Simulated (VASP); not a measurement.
Set up this calculation in VASP 6.6.1, as the native input.

* Task: single point
* Functional: r2SCAN
* Potentials or basis: VASP PAW PBE potentials, release 64 (Rh_pv)
* Cutoff: 520 eV
* k mesh: 11 × 11 × 6
* Occupations: fermi-dirac, width 0.05 eV
* Spin: no spin polarisation
* Dipole correction: no
* Further INCAR settings: ALGO = Normal; EDIFF = 1e-07; NBANDS = 22

Rh:

```xyz
2
Lattice="2.7126 0.0000 0.0000 -1.3563 2.3492 0.0000 0.0000 0.0000 4.3988" Properties=species:S:1:pos:R:3 pbc="T T T"
Rh    0.0000    1.5661    1.0997
Rh    1.3563    0.7831    3.2991
```

One way to write it, as run:

POSCAR

```
Rh
1.0
    2.7126497715      0.0000000000      0.0000000000
   -1.3563248858      2.3492236138      0.0000000000
    0.0000000000      0.0000000000      4.3987667018
Rh
2
Direct
    0.3333333333      0.6666666667      0.2500000000
    0.6666666667      0.3333333333      0.7500000000
```

INCAR.step1

```
SYSTEM = Rh
  PREC = Accurate
  ENCUT = 520
  ISMEAR = -1
  SIGMA = 0.05
  LREAL = .False.
  LASPH = .True.
  NELM = 60
  NBANDS = 22
  GGA = PE
  ALGO = Normal
  EDIFF = 1E-4
  LWAVE = .True.
  LCHARG = .False.
```

INCAR.step2

```
SYSTEM = Rh
  PREC = Accurate
  ENCUT = 520
  EDIFF = 1E-7
  ISMEAR = -1
  SIGMA = 0.05
  LREAL = .False.
  LASPH = .True.
  NELM = 60
  ALGO = Normal
  ISIF = 2
  LWAVE = .False.
  LCHARG = .True.
  METAGGA = R2SCAN
  LMIXTAU = .True.
  LELF = .True.
  LVHAR = .True.
  NBANDS = 22
  ISTART = 1
```

KPOINTS

```
regular mesh
0
Gamma
  11 11 6
  0 0 0
```

Potentials or basis: VASP PAW PBE potentials, release 64 (Rh_pv).

Command:

```console
$ cat potpaw_PBE.64/Rh_pv/POTCAR > POTCAR
$ cp INCAR.step1 INCAR
$ mpirun -np 1 vasp_std > vasp.out
$ cp INCAR.step2 INCAR
$ mpirun -np 1 vasp_std > vasp.out
```

Results of the run:

| Property | Result |
| --- | --- |
| Pressure | -3.7 GPa |
| Band gap on the k mesh | zero (band 15 reaches 12.09 eV, above the bottom of band 16 at 9.73 eV) |

Caveat: the PAW data sets were made with another functional, which shifts forces and pressure a little.

Wall time 98 s on 1 thread of Intel(R) Xeon(R) Platinum 8375C CPU @ 2.90GHz (Ice Lake), on a shared host, peak memory 0.16 GiB.
